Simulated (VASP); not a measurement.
# MoS2 (P6_3/mmc) in VASP: notebook

Runs on MoS2. Level: PBEsol. Tasks: single point.

Everything below comes from runs of VASP 6.6.1. Logs are shortened: lines on timing, memory, paths and dates and some standing lists are left out, and cuts for length are marked.

## Step 1: The cell of the first run

It takes space group P6_3/mmc (No. 194, hexagonal). The conventional cell has a = 2.985 Å, b = 2.985 Å, c = 12.570 Å, α = 90.00°, β = 90.00°, γ = 120.00°. Mo (site symmetry -6m2) has 6 S at 2.32 Å and 6 Mo at 2.98 Å within 3.1 Å. S (site symmetry 3m) has 3 Mo at 2.32 Å and 6 S at 2.98 Å within 3.1 Å.

## Step 2: Single point, PBEsol

INCAR

```
PREC = Accurate
ENCUT = 520
EDIFF = 1E-7
ISMEAR = 1
SIGMA = 0.171
LREAL = F
LASPH = T
NELM = 80
ALGO = Normal
ISIF = 2
LWAVE = F
LCHARG = T
GGA = PS
LELF = T
LVHAR = T
NBANDS = 35
```

KPOINTS

```
Automatic mesh
0
Gamma
  12 12 2
```

POSCAR

```
MoS2
1.0
    2.9846000000      0.0000000000      0.0000000000
   -1.4923000000      2.5847394201      0.0000000000
    0.0000000000      0.0000000000     12.5702639933
Mo S
2 4
Direct
    0.3333333333      0.6666666667      0.2500000000
    0.6666666667      0.3333333333      0.7500000000
    0.3333333333      0.6666666667      0.6259932117
    0.6666666667      0.3333333333      0.1259932117
    0.3333333333      0.6666666667      0.8740067883
    0.6666666667      0.3333333333      0.3740067883
```

Potentials or basis: VASP PAW PBE potentials, release 64 (Mo_sv, S).

Launch:

```sh
$ cat potpaw_PBE.64/Mo_sv/POTCAR potpaw_PBE.64/S/POTCAR > POTCAR
$ mpirun -np 1 vasp_std > vasp.out
```

OUTCAR:

```text
PREC = Accurate
   ENCUT = 520
   EDIFF = 1E-7
   ISMEAR = 1
   LREAL = F
   LASPH = T
   NELM = 80
   ISIF = 2
   GGA = PS

 ion  position               nearest neighbor table
   1  0.333  0.667  0.250-   4 2.32   6 2.32   4 2.32   6 2.32   4 2.32   6 2.32
   2  0.667  0.333  0.750-   3 2.32   5 2.32   3 2.32   5 2.32   3 2.32   5 2.32
   3  0.333  0.667  0.626-   2 2.32   2 2.32   2 2.32
   4  0.667  0.333  0.126-   1 2.32   1 2.32   1 2.32
   5  0.333  0.667  0.874-   2 2.32   2 2.32   2 2.32
   6  0.667  0.333  0.374-   1 2.32   1 2.32   1 2.32

  LATTYP: Found a hexagonal cell.
 ALAT       =     2.9846000000
 C/A-ratio  =     4.2117080993

  Lattice vectors:

 A1 = (   2.9846000000,   0.0000000000,   0.0000000000)
 A2 = (  -1.4923000000,   2.5847394201,   0.0000000000)
 A3 = (   0.0000000000,   0.0000000000,  12.5702639933)

Analysis of symmetry for initial positions (statically):
=====================================================================
 Subroutine PRICEL returns:
 Original cell was already a primitive cell.

 Routine SETGRP: Setting up the symmetry group for a
 hexagonal supercell.

 Subroutine GETGRP returns: Found 24 space group operations
 (whereof 12 operations were pure point group operations)
 out of a pool of 24 trial point group operations.

The static configuration has the point symmetry D_3d.
 The point group associated with its full space group is D_6h.

Analysis of symmetry for dynamics (positions and initial velocities):
=====================================================================
 Subroutine PRICEL returns:
 Original cell was already a primitive cell.

 Routine SETGRP: Setting up the symmetry group for a
 hexagonal supercell.

 Subroutine GETGRP returns: Found 24 space group operations
 (whereof 12 operations were pure point group operations)
 out of a pool of 24 trial point group operations.

The dynamic configuration has the point symmetry D_3d.
 The point group associated with its full space group is D_6h.

 Subroutine INISYM returns: Found 24 space group operations
 (whereof 12 operations are pure point group operations),
 and found     1 'primitive' translations

----------------------------------------------------------------------------------------

                                     Primitive cell

  volume of cell :      96.9722

  direct lattice vectors                    reciprocal lattice vectors
     2.984600000  0.000000000  0.000000000     0.335053273  0.193443098  0.000000000
[... 99 lines left out ...]
   NFREE  =      0    steps in history (QN), initial steepest desc. (CG)
   ISIF   =      2    stress and relaxation
   ISYM   =      2    0-nonsym 1-usesym 2-fastsym
   POTIM  = 0.5000    time-step for ionic-motion
   TEBEG  =    0.0;   TEEND  =   0.0 temperature during run
   PSTRESS=    0.0 pullay stress
   NELECT =      52.0000    total number of electrons
   NUPDOWN=      -1.0000    fix difference up-down
   EMIN   =  10.00;   EMAX   =-10.00  energy-range for DOS
   EFERMI =   0.00;   METHOD = LEGACY
   ISMEAR =     1;   SIGMA  =   0.17  broadening in eV -4-tet -1-fermi 0-gaus
   EFERMI_NEDOS =   21; number of points for ismear=-14 and -15
   IALGO  =     38    algorithm
   IMIX   =      4    mixing-type and parameters
     AMIX     =   0.40;   BMIX     =  1.00
     AMIX_MAG =   1.60;   BMIX_MAG =  1.00
  volume/ion in A,a.u.               =      16.16       109.07
  Fermi-wavevector in a.u.,A,eV,Ry     =   1.330026  2.513385 24.068292  1.768970
  Thomas-Fermi vector in A             =   2.459144
   LORBIT       =      0    0 simple, 1 ext, 2 COOP (PROOUT), +10 PAW based schemes
   GGA     = PS    functional components
   LHFCALC =     F    Hartree Fock is set to
   AEXX    =    0.0000 exact exchange contribution
   IVDW    =     0    specifies the selected vdW correction
   LEPSILON=     F    determine dielectric tensor
   LRPA    =     F    only Hartree local field effects (RPA)
 non-spin polarized calculation
 Methfessel and Paxton  Order N= 1 SIGMA  =   0.17
  energy-cutoff  :      520.00
  volume of cell :       96.97
 maximum number of plane-waves:      2656
 NGX is ok and might be reduce to    24
   NGX = 11   NGY = 11   NGZ = 47

 number of electron      52.0000001 magnetization

 Free energy of the ion-electron system (eV)
  ---------------------------------------------------
  ext. energy  EPLUGINS =         0.00000000
  ---------------------------------------------------
  free energy    TOTEN  =       -46.24333309 eV

  energy without entropy =      -46.24388200  energy(sigma->0) =      -46.24351606

 E-fermi :   8.3058     XC(G=0): -11.4246

 val. band max:        8.2540969484   @ k =   0.0000   0.0000   0.0000
 cond. band min:       9.4409661685   @ k =   0.1667   0.1667   0.0000
 fundamental gap:      1.1868692201
 Fermi energy:         8.3058023761

 k-point     1 :       0.0000    0.0000    0.0000
  band No.  band energies     occupation
      1     -52.5398      2.00000
      2     -52.5398      2.00000
      3     -26.9056      2.00000
      4     -26.9056      2.00000
      5     -26.3914      2.00000
      6     -26.3914      2.00000
[... 901 lines left out ...]
     34      12.7913      0.00000
     35      15.4794      0.00000

 [... further k-points ...]

------------------------ aborting loop because EDIFF is reached ----------------------------------------

  FORCE on cell =-STRESS in cart. coord.  units (eV):
  Direction    XX          YY          ZZ          XY          YZ          ZX
  --------------------------------------------------------------------------------------
  -------------------------------------------------------------------------------------
  Total       13.3192522     13.3192522      8.0182682      0.0000000      0.0000000      0.0000000
  in kB      220.0610221    220.0610221    132.4780299      0.0000000      0.0000000      0.0000000
  external PRESSURE =     190.8666914 kB  Pullay stress =       0.0000000 kB

 VOLUME and BASIS-vectors are now :
 -----------------------------------------------------------------------------
  energy-cutoff  :      520.00
  volume of cell :       96.97
      direct lattice vectors                 reciprocal lattice vectors
     2.984600000  0.000000000  0.000000000     0.335053273  0.193443098  0.000000000
    -1.492300000  2.584739420  0.000000000     0.000000000  0.386886195  0.000000000
     0.000000000  0.000000000 12.570263993     0.000000000  0.000000000  0.079552824

 POSITION                                       TOTAL-FORCE (eV/Angst)
 -----------------------------------------------------------------------------------
     -0.00000      1.72316      3.14257        -0.000000     -0.000000      0.000000
      1.49230      0.86158      9.42770         0.000000      0.000000      0.000000
     -0.00000      1.72316      7.86890        -0.000000     -0.000000     -1.260848
      1.49230      0.86158      1.58377         0.000000      0.000000     -1.260848
     -0.00000      1.72316     10.98650        -0.000000     -0.000000      1.260848
      1.49230      0.86158      4.70136        -0.000000      0.000000      1.260848
 -----------------------------------------------------------------------------------
    total drift:                               -0.000000      0.000000     -0.000000

  FREE ENERGIE OF THE ION-ELECTRON SYSTEM (eV)
  ---------------------------------------------------
  free  energy   TOTEN  =       -46.2433330857 eV

  energy  without entropy=      -46.2438820020  energy(sigma->0) =      -46.24351606
```

Run time: 2.1 min. Hardware: 1 thread of Intel Xeon Platinum 8375C at 2.90GHz (Ice Lake), shared host; peak memory 0.27 GiB.

Results:

```
Free energy            : -46.2433 eV
Pressure               : 19.1 GPa
Largest force          : 1.261 eV/Å
Band gap on the k mesh : 1.19 eV, indirect (least direct gap 2.28 eV)
```

Forces on the atoms (eV/Å):
```
Mo   0.000  0.000  0.000
Mo   0.000  0.000  0.000
S    0.000  0.000 -1.261
S    0.000  0.000 -1.261
S    0.000  0.000  1.261
S    0.000  0.000  1.261
```

Stress tensor (GPa, compression positive):
```
22.01  0.00  0.00
 0.00 22.01  0.00
 0.00  0.00 13.25
```

Levels at points of the mesh, in eV from the valence-band top:
```
           k point  band 23  band 24  band 25  band 26  band 27  band 28  band 29  band 30
(0.00, 0.00, 0.00)    -1.52    -1.42    -1.41     0.00     3.09     3.09     3.11     3.11
(0.50, 0.00, 0.00)    -1.06    -1.04    -0.92    -0.77     2.77     2.80     2.87     3.29
(0.00, 0.00, 0.50)    -1.53    -1.53    -0.37    -0.37     3.10     3.10     3.10     3.10
(0.50, 0.00, 0.50)    -1.04    -1.04    -0.84    -0.84     2.78     2.78     3.09     3.09
```

Caveat: the PAW data sets were made with another functional, which shifts forces and pressure a little; this functional lacks dispersion, which binds the layers, so the pressure and a relaxed spacing across them are unreliable. A hybrid or GW would open this gap; PBEsol tends to underestimate it.

## Step 3: Single point, PBEsol

INCAR

```
SYSTEM = MoS2
ALGO = Normal ; EDIFF = 1E-6
ENCUT = 520 ; GGA = PS
ISIF = 2 ; ISMEAR = 1
LASPH = .True. ; LCHARG = .False.
LREAL = .False. ; LWAVE = .False.
NBANDS = 35 ; NELM = 60
PREC = Accurate ; SIGMA = 0.147
```

KPOINTS

```
k-points
0
Gamma
  12 12 2
  0 0 0
```

Edit POSCAR of step 2 so:

```diff
@@ -2,5 +2,5 @@
 1.0
-    2.9846000000      0.0000000000      0.0000000000
-   -1.4923000000      2.5847394201      0.0000000000
-    0.0000000000      0.0000000000     12.5702639933
+    3.0160000000      0.0000000000      0.0000000000
+   -1.5080000000      2.6119326178      0.0000000000
+    0.0000000000      0.0000000000     12.3189000000
 Mo S
```

Potentials or basis: VASP PAW PBE potentials, release 64 (Mo_sv, S).

Launch:

```sh
$ cat potpaw_PBE.64/Mo_sv/POTCAR potpaw_PBE.64/S/POTCAR > POTCAR
$ mpirun -np 1 vasp_std > vasp.out
```

It took 1.7 min on 1 thread of Intel Xeon Platinum 8375C at 2.90GHz (Ice Lake), shared host; peak memory 0.27 GiB.

It converged, with:

* Free energy: -46.3207 eV
* Pressure: 19.2 GPa
* Largest force: 1.688 eV/Å
* Band gap on the k mesh: 1.02 eV, indirect (least direct gap 2.12 eV)

Forces on the atoms (eV/Å):
```
Mo   0.000  0.000  0.000
Mo   0.000  0.000  0.000
S    0.000  0.000 -1.688
S    0.000  0.000 -1.688
S    0.000  0.000  1.688
S    0.000  0.000  1.688
```

Stress tensor (GPa, compression positive):
```
20.02  0.00  0.00
 0.00 20.02  0.00
 0.00  0.00 17.61
```

Levels at points of the mesh, in eV from the valence-band top:
| k point | band 22 | band 23 | band 24 | band 25 | band 26 | band 27 | band 28 | band 29 | band 30 | band 31 |
| --- | --- | --- | --- | --- | --- | --- | --- | --- | --- | --- |
| (0.00, 0.00, 0.00) | -2.01 | -2.01 | -1.47 | -1.42 | 0.00 | 2.70 | 2.70 | 2.72 | 2.72 | 3.01 |
| (0.50, 0.00, 0.00) | -2.63 | -1.38 | -1.34 | -1.30 | -1.21 | 2.29 | 2.33 | 2.58 | 2.97 | 3.32 |
| (0.00, 0.00, 0.50) | -2.03 | -2.03 | -2.03 | -0.37 | -0.37 | 2.71 | 2.71 | 2.71 | 2.71 | 3.08 |
| (0.50, 0.00, 0.50) | -2.75 | -1.31 | -1.31 | -1.29 | -1.29 | 2.31 | 2.31 | 2.79 | 2.79 | 3.65 |

Caveat: the PAW data sets were made with another functional, which shifts forces and pressure a little; this functional lacks dispersion, which binds the layers, so the pressure and a relaxed spacing across them are unreliable.

## Step 4: Single point, PBEsol

This run uses another cell than the first one, of 16.32 Å³/atom, 1.010 times its volume.

INCAR

```
PREC = Accurate
ENCUT = 520
EDIFF = 1E-7
ISMEAR = 1
SIGMA = 0.178
LREAL = False
LASPH = True
NELM = 80
ALGO = Normal
ISIF = 2
LWAVE = False
LCHARG = False
GGA = PS
NBANDS = 35
```

KPOINTS

```
regular mesh
0
Gamma
  12 12 2
```

Edit POSCAR of step 3 so:

```diff
@@ -2,5 +2,5 @@
 1.0
-    3.0160000000      0.0000000000      0.0000000000
-   -1.5080000000      2.6119326178      0.0000000000
-    0.0000000000      0.0000000000     12.3189000000
+    2.9846000000      0.0000000000      0.0000000000
+   -1.4923000000      2.5847394201      0.0000000000
+    0.0000000000      0.0000000000     12.6960000000
 Mo S
```

Launch:

```sh
$ cat potpaw_PBE.64/Mo_sv/POTCAR potpaw_PBE.64/S/POTCAR > POTCAR
$ mpirun -np 1 vasp_std > vasp.out
```

Wall time 2 min (1 thread of Intel Xeon Platinum 8375C at 2.90GHz (Ice Lake), shared host); peak memory 0.28 GiB.

Results (log left out):

```yaml
Free_energy: -46.3122 eV
Pressure: 16.7 GPa
Largest_force: 0.908 eV/Å
Band_gap_on_the_k_mesh: 1.24 eV, indirect (least direct gap 2.20 eV)
```

Forces on the atoms (eV/Å):
```
Mo   0.000  0.000  0.000
Mo   0.000  0.000  0.000
S    0.000  0.000 -0.908
S    0.000  0.000 -0.908
S    0.000  0.000  0.908
S    0.000  0.000  0.908
```

Stress tensor (GPa, compression positive):
```
20.36  0.00  0.00
 0.00 20.36  0.00
 0.00  0.00  9.41
```

Levels at points of the mesh, in eV from the valence-band top:
```
           k point  band 24  band 25  band 26  band 27  band 28  band 29
(0.00, 0.00, 0.00)    -1.34    -1.34     0.00     3.19     3.19     3.21
(0.50, 0.00, 0.00)    -0.93    -0.77    -0.63     2.90     2.92     2.94
(0.00, 0.00, 0.50)    -1.35    -0.36    -0.36     3.20     3.20     3.20
(0.50, 0.00, 0.50)    -0.94    -0.70    -0.70     2.91     2.91     3.15
```

Caveat: the PAW data sets were made with another functional, which shifts forces and pressure a little; this functional lacks dispersion, which binds the layers, so the pressure and a relaxed spacing across them are unreliable.

(Part 1 of 2 ends here.)
